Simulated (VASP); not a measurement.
A run of VASP 6.6.1 is set up as follows.

Contents of INCAR:

```
PREC     = Accurate       # precision mode
ENCUT    = 520            # plane-wave cutoff, eV
EDIFF    = 1E-6           # SCF threshold, eV
ISMEAR   = -1             # smearing method
SIGMA    = 0.05           # smearing width, eV
LREAL    = False          # projectors in reciprocal space
LASPH    = True           # aspherical terms in the spheres
NELM     = 80             # most SCF steps
ALGO     = Normal         # electronic algorithm
ISIF     = 2              # what is computed and relaxed
LWAVE    = False          # write WAVECAR
LCHARG   = False          # write CHGCAR
GGA      = PE             # functional
NBANDS   = 28             # bands
```

Contents of KPOINTS:

```
Automatic mesh
0
Gamma
  6 6 6
```

Contents of POSCAR:

```
PbSe
1.0
    0.0000000000     12.2361685397      3.1867407389
    3.1793067418      0.0000000000      3.1867407389
    3.1793067418     12.2361685397      0.0000000000
Pb Se
2 2
Direct
    0.8052670000      0.1907300000      0.8092700000
    0.1907300000      0.8052670000      0.1947330000
    0.2955810000      0.6744230000      0.3255770000
    0.6744230000      0.2955810000      0.7044190000
```

Potentials or basis: VASP PAW PBE potentials, release 64 (Pb_d, Se).

The run is started by

```sh
$ cat potpaw_PBE.64/Pb_d/POTCAR potpaw_PBE.64/Se/POTCAR > POTCAR
$ mpirun -np 1 vasp_std > vasp.out
```

(1) What does it give for the band gap on the k mesh?

(2) What does it give for the largest force?

(3) Estimate the pressure.

Answers

(1) 1.67 eV.

(2) 0.285 eV/Å.

(3) -1.2 GPa.

Caveat: spin-orbit coupling is left out, which moves the levels of the heavy elements.
